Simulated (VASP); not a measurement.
# Sc (P6_3/mmc) in VASP: single point with r2SCAN

Aim: the single point of Sc with r2SCAN.

Everything below comes from runs of VASP 6.6.1. Logs are shortened: lines on timing, memory, paths and dates and some standing lists are left out, and cuts for length are marked.

## (1) The cell of the first run

It takes space group P6_3/mmc (No. 194, hexagonal). Conventional cell: a = 3.362 Å, b = 3.362 Å, c = 5.358 Å, α = 90.00°, β = 90.00°, γ = 120.00°. Sc (site symmetry -6m2) has 12 Sc at 3.31 to 3.36 Å within 4.4 Å.

## (2) Single point, r2SCAN

POSCAR

```
Sc
1.0
    3.3621850000      0.0000000000      0.0000000000
   -1.6810930000      2.9117400000      0.0000000000
    0.0000000000      0.0000000000      5.3580570000
Sc
2
Direct
    0.3333300000      0.6666700000      0.2500000000
    0.6666600000      0.3333300000      0.7500000000
```

INCAR.step1

```
ALGO = Normal
EDIFF = 1E-4
ENCUT = 520
GGA = PE
ISMEAR = -1
LASPH = T
LCHARG = F
LREAL = F
LWAVE = T
NBANDS = 18
NELM = 100
PREC = Accurate
SIGMA = 0.1
```

INCAR.step2

```
ALGO = Normal
EDIFF = 1E-6
ENCUT = 520
ISIF = 2
ISMEAR = -1
ISTART = 1
LASPH = T
LCHARG = F
LMIXTAU = T
LREAL = F
LWAVE = F
METAGGA = R2SCAN
NBANDS = 18
NELM = 100
PREC = Accurate
SIGMA = 0.1
```

KPOINTS

```
k-points
0
Gamma
  6 6 4
```

Potentials or basis: VASP PAW PBE potentials, release 64 (Sc_sv).

Launch:

```bash
$ cat potpaw_PBE.64/Sc_sv/POTCAR > POTCAR
$ cp INCAR.step1 INCAR
$ mpirun -np 1 vasp_std > vasp.out
$ cp INCAR.step2 INCAR
$ mpirun -np 1 vasp_std > vasp.out
```

OUTCAR:

```text
EDIFF = 1E-6
   ENCUT = 520
   ISIF = 2
   ISMEAR = -1
   ISTART = 1
   LASPH = T
   LREAL = F
   METAGGA = R2SCAN
   NELM = 100
   PREC = Accurate

 ion  position               nearest neighbor table
   1  0.333  0.667  0.250-   2 3.31   2 3.31   2 3.31   2 3.31   2 3.31   2 3.31
   2  0.667  0.333  0.750-   1 3.31   1 3.31   1 3.31   1 3.31   1 3.31   1 3.31

  LATTYP: Found a hexagonal cell.
 ALAT       =     3.3621850000
 C/A-ratio  =     1.5936234919

  Lattice vectors:

 A1 = (   3.3621850000,   0.0000000000,   0.0000000000)
 A2 = (  -1.6810930000,   2.9117400000,   0.0000000000)
 A3 = (   0.0000000000,   0.0000000000,   5.3580570000)

Analysis of symmetry for initial positions (statically):
=====================================================================
 Subroutine PRICEL returns:
 Original cell was already a primitive cell.

 Routine SETGRP: Setting up the symmetry group for a
 hexagonal supercell.

 Subroutine GETGRP returns: Found  8 space group operations
 (whereof  2 operations were pure point group operations)
 out of a pool of 24 trial point group operations.

The static configuration has the point symmetry C_2 .
 The point group associated with its full space group is D_2h.

Analysis of symmetry for dynamics (positions and initial velocities):
=====================================================================
 Subroutine PRICEL returns:
 Original cell was already a primitive cell.

 Routine SETGRP: Setting up the symmetry group for a
 hexagonal supercell.

 Subroutine GETGRP returns: Found  8 space group operations
 (whereof  2 operations were pure point group operations)
 out of a pool of 24 trial point group operations.

The dynamic configuration has the point symmetry C_2 .
 The point group associated with its full space group is D_2h.

 Subroutine INISYM returns: Found  8 space group operations
 (whereof  2 operations are pure point group operations),
 and found     1 'primitive' translations

----------------------------------------------------------------------------------------

                                     Primitive cell

  volume of cell :      52.4544

  direct lattice vectors                    reciprocal lattice vectors
     3.362185000  0.000000000  0.000000000     0.297425632  0.171718680  0.000000000
    -1.681093000  2.911740000  0.000000000     0.000000000  0.343437257  0.000000000
     0.000000000  0.000000000  5.358057000     0.000000000  0.000000000  0.186634819

  length of vectors
     3.362185000  3.362187309  5.358057000     0.343437493  0.343437257  0.186634819

  position of ions in fractional coordinates (direct lattice)
     0.333330000  0.666670000  0.250000000
     0.666660000  0.333330000  0.750000000

  ion indices of the primitive-cell ions
   primitive index   ion index
                 1           1
                 2           2

----------------------------------------------------------------------------------------

 KPOINTS: k-points

Automatic generation of k-mesh.
 Grid dimensions read from file:
 generate k-points for:    6    6    4

 Generating k-lattice:

  Cartesian coordinates                     Fractional coordinates (reciprocal lattice)
     0.049570939  0.028619780  0.000000000     0.166666667  0.000000000  0.000000000
     0.000000000  0.057239543  0.000000000     0.000000000  0.166666667  0.000000000
     0.000000000  0.000000000  0.046658705     0.000000000  0.000000000  0.250000000

  Length of vectors
     0.057239582  0.057239543  0.046658705

  Shift w.r.t. Gamma in fractional coordinates (k-lattice)
     0.000000000  0.000000000  0.000000000

 Subroutine IBZKPT returns following result:
 ===========================================

 Found     39 irreducible k-points:

 Following reciprocal coordinates:
            Coordinates               Weight
  0.000000  0.000000  0.000000      1.000000
  0.166667  0.000000  0.000000      4.000000
  0.000000  0.166667  0.000000      2.000000
  0.333333  0.000000  0.000000      4.000000
  0.000000  0.333333  0.000000      2.000000
  0.500000 -0.000000  0.000000      2.000000
[... 16 lines left out ...]
  0.333333  0.166667  0.250000      8.000000
 -0.166667  0.500000  0.250000      8.000000
 [... further k-points ...]
   k-points           NKPTS =     39   k-points in BZ     NKDIM =     39   number of bands    NBANDS=     18
   number of dos      NEDOS =    301   number of ions     NIONS =      2
   total plane-waves  NPLWV =  31360
   dimension x,y,z NGX =    28 NGY =   28 NGZ =   40
   dimension x,y,z NGXF=    56 NGYF=   56 NGZF=   80
   ions per type =               2
   NGX,Y,Z   is equivalent  to a cutoff of  13.84, 13.84, 12.41 a.u.
   NGXF,Y,Z  is equivalent  to a cutoff of  27.69, 27.69, 24.82 a.u.
 SYSTEM =  unknown system
   PREC   = accura    normal or accurate (medium, high low for compatibility)
   ISTART =      1    job   : 0-new  1-cont  2-samecut
   ICHARG =      0    charge: 1-file 2-atom 10-const
   ISPIN  =      1    spin polarized calculation?
   LNONCOLLINEAR =      F non collinear calculations
   LSORBIT =      F    spin-orbit coupling
   LASPH  =      T    aspherical Exc in radial PAW
   ENCUT  =  520.0 eV  38.22 Ry    6.18 a.u.   6.25  6.25  9.96*2*pi/ulx,y,z
   NELM   =    100;   NELMIN=  2; NELMDL=  0     # of ELM steps
   EDIFF  = 0.1E-05   stopping-criterion for ELM
   LREAL  =      F    real-space projection
   EDIFFG = 0.1E-04   stopping-criterion for IOM
   NSW    =      0    number of steps for IOM
   IBRION =     -1    ionic relax: 0-MD 1-quasi-New 2-CG
   NFREE  =      0    steps in history (QN), initial steepest desc. (CG)
   ISIF   =      2    stress and relaxation
   ISYM   =      2    0-nonsym 1-usesym 2-fastsym
   POTIM  = 0.5000    time-step for ionic-motion
   TEBEG  =    0.0;   TEEND  =   0.0 temperature during run
   PSTRESS=    0.0 pullay stress
   NELECT =      22.0000    total number of electrons
   NUPDOWN=      -1.0000    fix difference up-down
   EMIN   =  10.00;   EMAX   =-10.00  energy-range for DOS
   EFERMI =   0.00;   METHOD = LEGACY
   ISMEAR =    -1;   SIGMA  =   0.10  broadening in eV -4-tet -1-fermi 0-gaus
   EFERMI_NEDOS =   21; number of points for ismear=-14 and -15
   IALGO  =     38    algorithm
   IMIX   =      4    mixing-type and parameters
     AMIX     =   0.40;   BMIX     =  1.00
     AMIX_MAG =   1.60;   BMIX_MAG =  1.00
  volume/ion in A,a.u.               =      26.23       176.99
  Fermi-wavevector in a.u.,A,eV,Ry     =   1.225430  2.315727 20.431583  1.501679
  Thomas-Fermi vector in A             =   2.360468
   LORBIT       =      0    0 simple, 1 ext, 2 COOP (PROOUT), +10 PAW based schemes
   METAGGA = R2SCAN    functional components
   LHFCALC =     F    Hartree Fock is set to
   AEXX    =    0.0000 exact exchange contribution
   IVDW    =     0    specifies the selected vdW correction
   LEPSILON=     F    determine dielectric tensor
   LRPA    =     F    only Hartree local field effects (RPA)
 non-spin polarized calculation
  energy-cutoff  :      520.00
  volume of cell :       52.45
 maximum number of plane-waves:      1432
 NGX is ok and might be reduce to    28
   NGX = 13   NGY = 13   NGZ = 19

 number of electron      22.0000006 magnetization

 Free energy of the ion-electron system (eV)
  ---------------------------------------------------
  ext. energy  EPLUGINS =         0.00000000
  ---------------------------------------------------
  free energy    TOTEN  =       -22.75845777 eV

  energy without entropy =      -22.63746682  energy(sigma->0) =      -22.69796230

 E-fermi :   3.3650     XC(G=0): -10.3415

 val. band max:        3.3367169519   @ k =   0.3333   0.3333   0.5000
 cond. band min:       3.3711869824   @ k =   0.5000  -0.0000   0.5000
 fundamental gap:      0.0344700305
 Fermi energy:         3.3650480939

 k-point     1 :       0.0000    0.0000    0.0000
  band No.  band energies     occupation
      1     -48.3292      2.00000
      2     -48.2771      2.00000
      3     -26.1336      2.00000
      4     -25.8452      2.00000
      5     -25.8451      2.00000
      6     -25.7954      2.00000
[... 10 lines left out ...]
     17       5.8880      0.00000
     18       5.8881      0.00000

 k-point     2 :       0.1667    0.0000    0.0000
  band No.  band energies     occupation
      1     -48.3190      2.00000
      2     -48.2732      2.00000
      3     -26.1044      2.00000
      4     -25.9035      2.00000
      5     -25.8640      2.00000
      6     -25.8553      2.00000
[... 10 lines left out ...]
     17       5.7031      0.00000
     18       5.8896      0.00000

 k-point     3 :       0.0000    0.1667    0.0000
  band No.  band energies     occupation
      1     -48.3190      2.00000
      2     -48.2732      2.00000
      3     -26.1044      2.00000
      4     -25.9035      2.00000
      5     -25.8640      2.00000
      6     -25.8553      2.00000
[... 10 lines left out ...]
     17       5.7031      0.00000
     18       5.8896      0.00000

 k-point     4 :       0.3333    0.0000    0.0000
  band No.  band energies     occupation
      1     -48.2969      2.00000
      2     -48.2671      2.00000
      3     -26.0337      2.00000
      4     -26.0224      2.00000
      5     -25.9693      2.00000
      6     -25.8996      2.00000
[... 10 lines left out ...]
     17       6.5678      0.00000
     18       6.7564      0.00000

 k-point     5 :       0.0000    0.3333    0.0000
  band No.  band energies     occupation
      1     -48.2969      2.00000
      2     -48.2671      2.00000
      3     -26.0337      2.00000
      4     -26.0224      2.00000
      5     -25.9693      2.00000
      6     -25.8996      2.00000
[... 10 lines left out ...]
     17       6.5678      0.00000
     18       6.7564      0.00000

 k-point     6 :       0.5000   -0.0000    0.0000
  band No.  band energies     occupation
      1     -48.2834      2.00000
      2     -48.2664      2.00000
      3     -26.0825      2.00000
      4     -26.0239      2.00000
      5     -25.9817      2.00000
      6     -25.9168      2.00000
[... 10 lines left out ...]
     17       7.3812      0.00000
     18       7.3988      0.00000

 k-point     7 :       0.0000    0.5000    0.0000
  band No.  band energies     occupation
      1     -48.2834      2.00000
      2     -48.2664      2.00000
      3     -26.0825      2.00000
      4     -26.0239      2.00000
      5     -25.9817      2.00000
      6     -25.9168      2.00000
[... 10 lines left out ...]
     17       7.3812      0.00000
     18       7.3988      0.00000

 k-point     8 :       0.1667    0.1667    0.0000
  band No.  band energies     occupation
      1     -48.3028      2.00000
      2     -48.2682      2.00000
      3     -26.0538      2.00000
      4     -25.9665      2.00000
      5     -25.9599      2.00000
      6     -25.8820      2.00000
[... 10 lines left out ...]
     17       6.3276      0.00000
     18       6.6826      0.00000
[... 229 lines left out ...]
     17       7.2646      0.00000
     18       7.3654      0.00000

 k-point    20 :       0.0000    0.5000    0.2500
  band No.  band energies     occupation
      1     -48.2809      2.00000
      2     -48.2689      2.00000
      3     -26.1075      2.00000
      4     -26.0603      2.00000
      5     -25.9313      2.00000
      6     -25.9046      2.00000
[... 10 lines left out ...]
     17       7.2646      0.00000
     18       7.3610      0.00000

 k-point    21 :       0.1667    0.1667    0.2500
  band No.  band energies     occupation
      1     -48.2978      2.00000
      2     -48.2733      2.00000
      3     -26.0539      2.00000
      4     -25.9773      2.00000
      5     -25.9291      2.00000
      6     -25.8914      2.00000
[... 10 lines left out ...]
     17       6.5442      0.00000
     18       6.6275      0.00000

 k-point    22 :      -0.3333    0.1667    0.2500
  band No.  band energies     occupation
      1     -48.2978      2.00000
      2     -48.2733      2.00000
      3     -26.0539      2.00000
      4     -25.9772      2.00000
      5     -25.9291      2.00000
      6     -25.8914      2.00000
[... 10 lines left out ...]
     17       6.5442      0.00000
     18       6.6275      0.00000

 k-point    23 :       0.3333    0.1667    0.2500
  band No.  band energies     occupation
      1     -48.2810      2.00000
      2     -48.2689      2.00000
      3     -26.0761      2.00000
      4     -26.0401      2.00000
      5     -25.9532      2.00000
      6     -25.9117      2.00000
[... 10 lines left out ...]
     17       6.8589      0.00000
     18       7.3399      0.00000

 k-point    24 :      -0.1667    0.5000    0.2500
  band No.  band energies     occupation
      1     -48.2810      2.00000
      2     -48.2689      2.00000
      3     -26.0761      2.00000
      4     -26.0401      2.00000
      5     -25.9532      2.00000
      6     -25.9117      2.00000
[... 10 lines left out ...]
     17       6.8589      0.00000
     18       7.3400      0.00000

 [... further k-points ...]

------------------------ aborting loop because EDIFF is reached ----------------------------------------

  FORCE on cell =-STRESS in cart. coord.  units (eV):
  Direction    XX          YY          ZZ          XY          YZ          ZX
  --------------------------------------------------------------------------------------
  -------------------------------------------------------------------------------------
  Total       -0.6472372     -0.6472127     -0.9634274      0.0000001      0.0000000      0.0000000
  in kB      -19.7693575    -19.7686068    -29.4271404      0.0000034      0.0000000      0.0000000
  external PRESSURE =     -22.9883682 kB  Pullay stress =       0.0000000 kB

 VOLUME and BASIS-vectors are now :
 -----------------------------------------------------------------------------
  energy-cutoff  :      520.00
  volume of cell :       52.45
      direct lattice vectors                 reciprocal lattice vectors
     3.362185000  0.000000000  0.000000000     0.297425632  0.171718680  0.000000000
    -1.681093000  2.911740000  0.000000000     0.000000000  0.343437257  0.000000000
     0.000000000  0.000000000  5.358057000     0.000000000  0.000000000  0.186634819

 POSITION                                       TOTAL-FORCE (eV/Angst)
 -----------------------------------------------------------------------------------
     -0.00002      1.94117      1.33951        -0.000000      0.000003      0.000000
      1.68108      0.97057      4.01854         0.000000     -0.000003      0.000000
 -----------------------------------------------------------------------------------
    total drift:                                0.000000      0.000000     -0.000000

  FREE ENERGIE OF THE ION-ELECTRON SYSTEM (eV)
  ---------------------------------------------------
  free  energy   TOTEN  =       -22.7584577698 eV

  energy  without entropy=      -22.6374668213  energy(sigma->0) =      -22.69796230
```

Run time: 93 s. Hardware: 1 thread of Intel Xeon Platinum 8488C (Sapphire Rapids), shared host; peak memory 0.19 GiB.

What came out:

```yaml
Free_energy: -22.7585 eV
Pressure: -2.3 GPa
Band_gap_on_the_k_mesh: zero (band 11 reaches 4.35 eV, above the bottom of band 12 at 3.00 eV)
```

Stress tensor (GPa, compression positive):
```
-1.98  0.00  0.00
 0.00 -1.98  0.00
 0.00  0.00 -2.94
```

Levels at points of the mesh, in eV from the Fermi level:
```
           k point  band 8  band 9  band 10  band 11  band 12  band 13  band 14  band 15
(0.00, 0.00, 0.00)  -29.15   -5.39    -1.66     0.17     1.74     1.74     1.86     2.15
(0.50, 0.00, 0.00)  -29.20   -1.66    -1.07    -0.62    -0.37     1.26     1.57     1.86
(0.00, 0.50, 0.00)  -29.20   -1.66    -1.07    -0.62    -0.37     1.26     1.57     1.86
(0.00, 0.00, 0.50)  -29.19   -3.88    -3.88     0.98     0.98     1.69     1.69     1.69
(0.50, 0.00, 0.50)  -29.24   -1.44    -1.44     0.01     0.01     1.21     1.21     2.52
(0.00, 0.50, 0.50)  -29.24   -1.44    -1.44     0.01     0.01     1.21     1.21     2.52
```

Caveat: the PAW data sets were made with another functional, which shifts forces and pressure a little.
